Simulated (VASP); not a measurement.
Wanted: the native input for a VASP 6.6.1 run.

| Item | Value |
| --- | --- |
| Task | single point |
| Functional | LDA |
| Potentials or basis | VASP PAW LDA potentials, release 64 (Be, Ca_sv) |
| Cutoff | 520 eV |
| k mesh | 4 × 4 × 4 |
| Occupations | methfessel-paxton, width 0.05 eV |
| Spin | no spin polarisation |
| Dipole correction | no |
| Further INCAR settings | ALGO = Normal; EDIFF = 1e-06; NBANDS = 24 |

The structure of Ca3Be lies in POSCAR:

```
Ca3Be
1.0
    4.7928035465      0.0000000000      0.0000000000
    0.0000000000      4.7928035465      0.0000000000
    0.0000000000      0.0000000000      4.7928035465
Be Ca
1 3
Direct
    0.0000000000      0.0000000000      0.0000000000
    0.0000000000      0.5000000000      0.5000000000
    0.5000000000      0.0000000000      0.5000000000
    0.5000000000      0.5000000000      0.0000000000
```

One way to write it, as run:

INCAR

```
ALGO = Normal
EDIFF = 1E-6
ENCUT = 520
GGA = CA
ISIF = 2
ISMEAR = 1
LASPH = True
LCHARG = False
LREAL = False
LWAVE = False
NBANDS = 24
NELM = 60
PREC = Accurate
SIGMA = 0.05
```

KPOINTS

```
k-points
0
Gamma
  4 4 4
```

Potentials or basis: VASP PAW LDA potentials, release 64 (Be, Ca_sv).

Run with:

```sh
$ cat potpaw_LDA.64/Be/POTCAR potpaw_LDA.64/Ca_sv/POTCAR > POTCAR
$ mpirun -np 1 vasp_std > vasp.out
```

Results of the run:

* Pressure: 0.4 GPa
* Band gap on the k mesh: zero (bands 16 and 17 overlap by 0.69 eV)

Wall time 44 s on 1 thread of Intel Xeon 8259CL, on a shared host, peak memory 0.18 GiB.
